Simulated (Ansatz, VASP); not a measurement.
One calculation of Zn2O3, two programs

```
CELL_PARAMETERS angstrom
0.00000 3.92393 3.92393
3.92393 0.00000 3.92393
3.92393 3.92393 0.00000
ATOMIC_POSITIONS crystal
Zn 0.12500 0.12500 0.12500
Zn 0.12500 0.12500 0.62500
Zn 0.12500 0.62500 0.12500
Zn 0.62500 0.12500 0.12500
O 0.62500 0.62500 0.62500
O 0.62500 0.62500 0.12500
O 0.62500 0.12500 0.62500
O 0.12500 0.62500 0.62500
O 0.75000 0.75000 0.75000
O 0.50000 0.50000 0.50000
```

Alike in both runs: task relaxation of cell and atoms; functional PBE; k mesh 4 × 4 × 4; occupations gaussian, width 0.1 eV; no spin polarisation.

```csv
,VASP,Ansatz
version,VASP 6.6.1,Ansatz 0.2.0
potentials or method,"VASP PAW PBE potentials, release 64 (Zn, O), cutoff 600 eV","scalar-relativistic, plane waves, PAW"
valence electrons in the cell,84,84
```

|  | VASP | Ansatz | Ansatz less VASP |
| --- | --- | --- | --- |
| gap on the k mesh at the Fermi level, each at its own relaxed structure (eV) | 0.31 | 0.31 | -0.005 |
| relaxed volume (Å³/atom) | 11.94 | 12.00 | +0.064 |
| relaxed cell length with the largest relative difference (Å) | 5.527 | 5.537 | +0.0099 |
